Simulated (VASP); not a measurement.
# Si16C15 (a cell with a defect) in VASP: single point with LDA

Aim: the single point of Si16C15 (a cell with a defect) with LDA.

Program: VASP 6.6.1. These are calculated values, not measurements. Logs are shortened: lines on timing, memory, paths and dates and some standing lists are left out, and cuts for length are marked.

## 1. The cell of the first run

The cell holds a defect, 31 atoms: a = 6.117 Å, b = 6.117 Å, c = 10.012 Å, α = 90.00°, β = 90.00°, γ = 120.00°.

## 2. Single point, LDA, collinear spin

Contents of INCAR:

```
SYSTEM = Si16C15
ALGO = Normal ; EDIFF = 1E-6
ENCUT = 520 ; ISIF = 2
ISMEAR = 0 ; ISPIN = 2
LASPH = .TRUE. ; LCHARG = .FALSE.
LORBIT = 11 ; LREAL = Auto
LWAVE = .FALSE. ; MAGMOM = 0.75 0 0 0 0 0 0 0 0.75 0.75 0 0.75 0 0 0 0 0 0 0 0 0 0 0 0 0 0 0 0 0 0 0
NBANDS = 87 ; NELECT = 125.0
NELM = 150 ; PREC = Accurate
SIGMA = 0.01
```

Contents of KPOINTS:

```
k-points
0
G
  2 2 2
  0 0 0
```

Contents of POSCAR:

```
Si16C15
1.0
    3.0584217931     -5.2973419482      0.0000000000
   -6.1168435962      0.0000000057      0.0000000000
    0.0000000000      0.0000000000    -10.0121483307
Si C
16 15
Direct
    0.3336975163      0.1679730264      0.0642236451
    0.8329745188      0.1664611892      0.0622591281
    0.3352169727      0.6686937539      0.0622627972
    0.8330089316      0.6686440331      0.0622719371
    0.1673875461      0.3342761742      0.5625684326
    0.6665471695      0.3342908665      0.5625995749
    0.1673808849      0.8351346470      0.5625842162
    0.6670530277      0.8344974631      0.5621437337
    0.0139480936      0.0080011975      0.3127454381
    0.4936667663      0.0081733847      0.3128108178
    0.0004824237      0.5012901472      0.3112471000
    0.4935156784      0.4872848891      0.3127547869
    0.5006984732      0.5018104051      0.8123086883
    1.0004294895      0.5012406869      0.8126057128
    0.5006947998      1.0009369538      0.8123184261
    0.9997657988      1.0009068778      0.8122970110
    0.8346049386      0.1696057704      0.2499920894
    0.3321237848      0.6671367385      0.2499927805
    0.8346293572      0.6670935466      0.2500009085
    0.1668682613      0.3347166718      0.7505168086
    0.6674735399      0.3347525941      0.7505430408
    0.1668736771      0.8341980592      0.7505293635
    0.6670455411      0.8345379923      0.7489487994
    0.5010276044      0.5023618811      0.5017233001
    1.0004269745      0.5012413264      0.4997362555
    0.5010488964      1.0006656088      0.5017395817
    0.9992299912      1.0006240768      0.5016879036
   -0.0017660123      0.0001785371      0.9979051535
    0.5014447382      0.0002401053      0.9979221303
    0.0004118982      0.5012619701      0.9993648868
    0.5014948273      0.5034294034      0.9979024637
```

Potentials or basis: VASP PAW LDA potentials, release 64 (Si, C).

The run is started by

```
$ cat potpaw_LDA.64/Si/POTCAR potpaw_LDA.64/C/POTCAR > POTCAR
$ mpirun -np 1 vasp_std > vasp.out
```

OUTCAR:

```text
SYSTEM = Si16C15
   EDIFF = 1E-6
   ENCUT = 520
   ISIF = 2
   ISMEAR = 0
   ISPIN = 2
   LASPH = .TRUE.
   LORBIT = 11
   LREAL = Auto
   NELECT = 125.0
   NELM = 150
   PREC = Accurate

 ion  position               nearest neighbor table
   1  0.334  0.168  0.064-  31 1.90  28 1.90  29 1.90  12 3.01   9 3.01  10 3.01   3 3.06   2 3.06
                             4 3.06   4 3.06   2 3.06   3 3.06  13 3.08  16 3.08  15 3.08
   2  0.833  0.166  0.062-  29 1.87  28 1.87  17 1.88  30 1.88   3 3.04   4 3.05   1 3.06   1 3.06
                            15 3.06  11 3.06  16 3.06  14 3.06   4 3.07   3 3.07   9 3.09  10 3.09
   3  0.335  0.669  0.062-  29 1.87  31 1.87  18 1.88  30 1.88   2 3.04   4 3.05   1 3.06   1 3.06
                            11 3.06  15 3.06  13 3.06  14 3.06   4 3.07   2 3.07  10 3.09  12 3.09
   4  0.833  0.669  0.062-  31 1.87  28 1.87  19 1.88  30 1.88   3 3.05   2 3.05   1 3.06   1 3.06
                            11 3.06  16 3.06  13 3.06  14 3.07   2 3.07   3 3.07   9 3.09  12 3.09
   5  0.167  0.334  0.563-  24 1.87  27 1.87  25 1.88  20 1.88  12 3.04   9 3.04   7 3.05   6 3.05
                             8 3.06   8 3.06  13 3.06  16 3.06   6 3.06   7 3.06  14 3.07  11 3.08
   6  0.667  0.334  0.563-  24 1.87  26 1.87  25 1.88  21 1.88  10 3.04  12 3.04   5 3.05   7 3.05
                             8 3.06   8 3.06  13 3.06  15 3.06   7 3.06   5 3.06  14 3.06  11 3.08
   7  0.167  0.835  0.563-  26 1.87  27 1.87  25 1.88  22 1.88  10 3.04   9 3.04   5 3.05   6 3.05
                             8 3.06   8 3.06  15 3.06  16 3.06   6 3.06   5 3.06  14 3.07  11 3.08
   8  0.667  0.834  0.562-  24 1.86  26 1.86  27 1.86  23 1.87   5 3.06   6 3.06   7 3.06   7 3.06
                             6 3.06   5 3.06  16 3.06  13 3.06  15 3.06  10 3.10   9 3.10  12 3.10
   9  0.014  0.008  0.313-  27 1.89  19 1.91  17 1.91  12 2.93  10 2.93   1 3.01   5 3.04   7 3.04
                            11 3.06  11 3.06   4 3.09   2 3.09   8 3.10
  10  0.494  0.008  0.313-  26 1.89  17 1.91  18 1.91  12 2.93   9 2.93   1 3.01   6 3.04   7 3.04
[... 14 lines left out ...]
  18  0.332  0.667  0.250-  11 1.86   3 1.88  10 1.91  12 1.91
  19  0.835  0.667  0.250-  11 1.86   4 1.88   9 1.91  12 1.91
  20  0.167  0.335  0.751-  14 1.87  16 1.87  13 1.87   5 1.88
  21  0.667  0.335  0.751-  14 1.87  15 1.87  13 1.87   6 1.88
  22  0.167  0.834  0.751-  14 1.87  16 1.87  15 1.87   7 1.88
  23  0.667  0.835  0.749-   8 1.87  16 1.87  13 1.87  15 1.87
  24  0.501  0.502  0.502-   8 1.86   6 1.87   5 1.87  12 1.89
  25  0.000  0.501  0.500-   6 1.88   7 1.88   5 1.88  11 1.89
  26  0.501  0.001  0.502-   8 1.86   6 1.87   7 1.87  10 1.89
  27  0.999  0.001  0.502-   8 1.86   7 1.87   5 1.87   9 1.89
  28  0.998  0.000  0.998-  16 1.86   2 1.87   4 1.87   1 1.90
  29  0.501  0.000  0.998-  15 1.86   2 1.87   3 1.87   1 1.90
  30  0.000  0.501  0.999-  14 1.87   4 1.88   2 1.88   3 1.88
  31  0.501  0.503  0.998-  13 1.86   4 1.87   3 1.87   1 1.90

  LATTYP: Found a hexagonal cell.
 ALAT       =     6.1168435962
 C/A-ratio  =     1.6368161411

  Lattice vectors:

 A1 = (   3.0584217931,  -5.2973419482,   0.0000000000)
 A2 = (  -6.1168435962,   0.0000000057,   0.0000000000)
 A3 = (   0.0000000000,   0.0000000000, -10.0121483307)

Analysis of symmetry for initial positions (statically):
=====================================================================
 Subroutine PRICEL returns:
 Original cell was already a primitive cell.

 Routine SETGRP: Setting up the symmetry group for a
 hexagonal supercell.

 Subroutine GETGRP returns: Found  1 space group operations
 (whereof  1 operations were pure point group operations)
 out of a pool of 24 trial point group operations.

The static configuration has the point symmetry C_1 .

Analysis of symmetry for dynamics (positions and initial velocities):
=====================================================================
 Subroutine PRICEL returns:
 Original cell was already a primitive cell.

 Routine SETGRP: Setting up the symmetry group for a
 hexagonal supercell.

 Subroutine GETGRP returns: Found  1 space group operations
 (whereof  1 operations were pure point group operations)
 out of a pool of 24 trial point group operations.

The dynamic configuration has the point symmetry C_1 .

Analysis of structural, dynamic, and magnetic symmetry:
=====================================================================
 Subroutine PRICEL returns:
 Original cell was already a primitive cell.

 Routine SETGRP: Setting up the symmetry group for a
 hexagonal supercell.

 Subroutine GETGRP returns: Found  1 space group operations
 (whereof  1 operations were pure point group operations)
 out of a pool of 24 trial point group operations.

The overall configuration has the point symmetry C_1 .

 Subroutine INISYM returns: Found  1 space group operations
 (whereof  1 operations are pure point group operations),
 and found     1 'primitive' translations

----------------------------------------------------------------------------------------
[... 118 lines left out ...]
   total plane-waves  NPLWV = 184320
   dimension x,y,z NGX =    48 NGY =   48 NGZ =   80
   dimension x,y,z NGXF=    96 NGYF=   96 NGZF=  160
   ions per type =              16  15
   NGX,Y,Z   is equivalent  to a cutoff of  13.05, 13.05, 13.28 a.u.
   NGXF,Y,Z  is equivalent  to a cutoff of  26.09, 26.09, 26.57 a.u.
 SYSTEM =  Si16C15
   PREC   = accura    normal or accurate (medium, high low for compatibility)
   ISTART =      0    job   : 0-new  1-cont  2-samecut
   ICHARG =      2    charge: 1-file 2-atom 10-const
   ISPIN  =      2    spin polarized calculation?
   LNONCOLLINEAR =      F non collinear calculations
   LSORBIT =      F    spin-orbit coupling
   LASPH  =      T    aspherical Exc in radial PAW
   ENCUT  =  520.0 eV  38.22 Ry    6.18 a.u.  11.37 11.37 18.62*2*pi/ulx,y,z
   NELM   =    150;   NELMIN=  2; NELMDL= -5     # of ELM steps
   EDIFF  = 0.1E-05   stopping-criterion for ELM
   LREAL  =      T    real-space projection
   EDIFFG = 0.1E-04   stopping-criterion for IOM
   NSW    =      0    number of steps for IOM
   IBRION =     -1    ionic relax: 0-MD 1-quasi-New 2-CG
   NFREE  =      0    steps in history (QN), initial steepest desc. (CG)
   ISIF   =      2    stress and relaxation
   ISYM   =      2    0-nonsym 1-usesym 2-fastsym
   POTIM  = 0.5000    time-step for ionic-motion
   TEBEG  =    0.0;   TEEND  =   0.0 temperature during run
   PSTRESS=    0.0 pullay stress
   NELECT =     125.0000    total number of electrons
   NUPDOWN=      -1.0000    fix difference up-down
   EMIN   =  10.00;   EMAX   =-10.00  energy-range for DOS
   EFERMI =   0.00;   METHOD = LEGACY
   ISMEAR =     0;   SIGMA  =   0.01  broadening in eV -4-tet -1-fermi 0-gaus
   EFERMI_NEDOS =   21; number of points for ismear=-14 and -15
   IALGO  =     38    algorithm
   IMIX   =      4    mixing-type and parameters
     AMIX     =   0.40;   BMIX     =  1.00
     AMIX_MAG =   1.60;   BMIX_MAG =  1.00
  volume/ion in A,a.u.               =      10.47        70.62
  Fermi-wavevector in a.u.,A,eV,Ry     =   1.191262  2.251159 19.308097  1.419105
  Thomas-Fermi vector in A             =   2.327328
   LORBIT       =     11    0 simple, 1 ext, 2 COOP (PROOUT), +10 PAW based schemes
   GGA     = CA    functional components
   LHFCALC =     F    Hartree Fock is set to
   AEXX    =    0.0000 exact exchange contribution
   IVDW    =     0    specifies the selected vdW correction
   LEPSILON=     F    determine dielectric tensor
   LRPA    =     F    only Hartree local field effects (RPA)
 spin polarized calculation
 Gauss-broadening in eV      SIGMA  =   0.01
  energy-cutoff  :      520.00
  volume of cell :      324.42
 maximum number of plane-waves:      8750
 NGX is ok and might be reduce to    48
   NGX = 23   NGY = 23   NGZ = 37

 number of electron     124.9999998 magnetization       0.2506905

 Free energy of the ion-electron system (eV)
  ---------------------------------------------------
  ext. energy  EPLUGINS =         0.00000000
  ---------------------------------------------------
  free energy    TOTEN  =      -241.72013498 eV

  energy without entropy =     -241.71917147  energy(sigma->0) =     -241.71965323

 E-fermi :  10.1319     XC(G=0): -11.5795

 val. band max:       10.1290546606   @ k =   0.5000  -0.0000   0.5000
 cond. band min:      10.2156117944   @ k =   0.5000   0.5000   0.5000
 fundamental gap:      0.0865571338
 Fermi energy:        10.1319158683

 spin component 1

 k-point     1 :       0.0000    0.0000    0.0000
  band No.  band energies     occupation
      1      -7.3366      1.00000
      2      -6.2066      1.00000
      3      -5.8994      1.00000
      4      -3.8731      1.00000
      5      -3.8728      1.00000
      6      -3.8423      1.00000
[... 605 lines left out ...]
     73      13.7261      0.00000
     74      13.7790      0.00000
 Fermi energy:        10.1319158683

 spin component 2

 k-point     1 :       0.0000    0.0000    0.0000
  band No.  band energies     occupation
      1      -7.3307      1.00000
      2      -6.1983      1.00000
      3      -5.8950      1.00000
      4      -3.8664      1.00000
      5      -3.8661      1.00000
      6      -3.8358      1.00000
[... 605 lines left out ...]
     73      13.7325      0.00000
     74      13.7918      0.00000
 [bands above 74 left out]

------------------------ aborting loop because EDIFF is reached ----------------------------------------

  FORCE on cell =-STRESS in cart. coord.  units (eV):
  Direction    XX          YY          ZZ          XY          YZ          ZX
  --------------------------------------------------------------------------------------
  -------------------------------------------------------------------------------------
  Total        8.1684270      8.1936401     17.1284696     -0.0021720      0.0066975     -0.0158822
  in kB       40.3400430     40.4645587     84.5895051     -0.0107263      0.0330757     -0.0784349
  external PRESSURE =      55.1313689 kB  Pullay stress =       0.0000000 kB

 VOLUME and BASIS-vectors are now :
 -----------------------------------------------------------------------------
  energy-cutoff  :      520.00
  volume of cell :      324.42
      direct lattice vectors                 reciprocal lattice vectors
     3.058421793 -5.297341948  0.000000000    -0.000000000 -0.188773919  0.000000000
    -6.116843596  0.000000006  0.000000000    -0.163483010 -0.094386959  0.000000000
     0.000000000  0.000000000-10.012148331     0.000000000  0.000000000 -0.099878664

 POSITION                                       TOTAL-FORCE (eV/Angst)
 -----------------------------------------------------------------------------------
     -0.00688     -1.76771     -0.64302        -0.000910      0.000121     -0.021149
      1.52937     -4.41255     -0.62335         0.021531      0.010490     -0.005992
     -3.06506     -1.77576     -0.62338         0.001691     -0.023254     -0.009484
     -1.54230     -4.41273     -0.62348        -0.021502      0.011602     -0.005008
     -1.53277     -0.88671     -5.63252        -0.014887      0.011786      0.009657
     -0.00622     -3.53093     -5.63283         0.001403     -0.018173      0.009354
[... 23 lines left out ...]
     -3.06488     -0.00218    -10.00579        -0.002210     -0.001784     -0.018412
     -1.54562     -2.65659     -9.99115         0.001848      0.002837     -0.015147
 -----------------------------------------------------------------------------------
    total drift:                                0.025406      0.003307     -0.017739

  FREE ENERGIE OF THE ION-ELECTRON SYSTEM (eV)
  ---------------------------------------------------
  free  energy   TOTEN  =      -241.7201349843 eV

  energy  without entropy=     -241.7191714665  energy(sigma->0) =     -241.71965323

 total charge

# of ion       s       p       d       tot
------------------------------------------
    1        0.738   0.954   0.000   1.693
    2        0.714   1.004   0.000   1.719
    3        0.714   1.004   0.000   1.719
    4        0.714   1.004   0.000   1.719
    5        0.715   1.007   0.000   1.721
    6        0.715   1.007   0.000   1.722
[... 23 lines left out ...]
   30        0.830   1.738   0.000   2.568
   31        0.830   1.733   0.000   2.563
--------------------------------------------------
tot         24.054  41.667   0.000  65.721

 magnetization (x)

# of ion       s       p       d       tot
------------------------------------------
    1        0.011   0.033   0.000   0.045
    2        0.000   0.000   0.000   0.000
    3        0.000   0.000   0.000   0.000
    4        0.000   0.000   0.000   0.000
    5        0.000  -0.000   0.000  -0.000
    6        0.000  -0.000   0.000  -0.000
[... 23 lines left out ...]
   30       -0.000   0.000   0.000  -0.000
   31        0.001   0.005   0.000   0.006
--------------------------------------------------
tot          0.020   0.089   0.000   0.109
```

Wall time 24 min (1 thread of Intel Xeon 8259CL, shared host); peak memory 0.53 GiB.

What came out:

```
Free energy                                           : -241.7201 eV
Largest force                                         : 0.025 eV/Å
Net moment                                            : 0.25 μB per cell
Site moments                                          : Si +0.04, +0.00, -0.00, +0.01; C -0.00, +0.01 μB
Valence electrons inside the program's atomic spheres : Si 1.69, 1.72, 1.73, 1.65; C 2.53, 2.57, 2.58, 2.56
```

Forces in eV/Å, atoms in the order of the input:
```
Si  -0.001  0.000 -0.021
Si   0.022  0.010 -0.006
Si   0.002 -0.023 -0.009
Si  -0.022  0.012 -0.005
Si  -0.015  0.012  0.010
Si   0.001 -0.018  0.009
Si   0.014  0.010  0.011
Si  -0.004 -0.004  0.011
Si  -0.001 -0.019  0.010
Si  -0.008  0.013  0.015
Si   0.000  0.000 -0.014
Si   0.004  0.010  0.016
Si   0.006  0.003 -0.004
Si   0.000  0.001  0.018
Si  -0.005  0.003 -0.003
Si   0.000 -0.007 -0.007
C    0.018  0.007 -0.003
C    0.007 -0.017 -0.008
C   -0.008  0.009 -0.001
C   -0.001 -0.004  0.007
C   -0.004  0.004  0.009
C   -0.005 -0.005  0.010
C   -0.005  0.000 -0.005
C   -0.007  0.000  0.009
C   -0.002 -0.004  0.000
C    0.010 -0.002  0.003
C    0.001  0.007  0.001
C    0.001  0.001 -0.011
C    0.004  0.001 -0.008
C   -0.002 -0.002 -0.018
C    0.002  0.003 -0.015
```

Caveat: the k points lie up to 0.59 Å⁻¹ apart; the cell carries a net charge on a neutralising background, which shifts energy and pressure; the cell is charged against a uniform background, so pressure and absolute levels hang on convention.
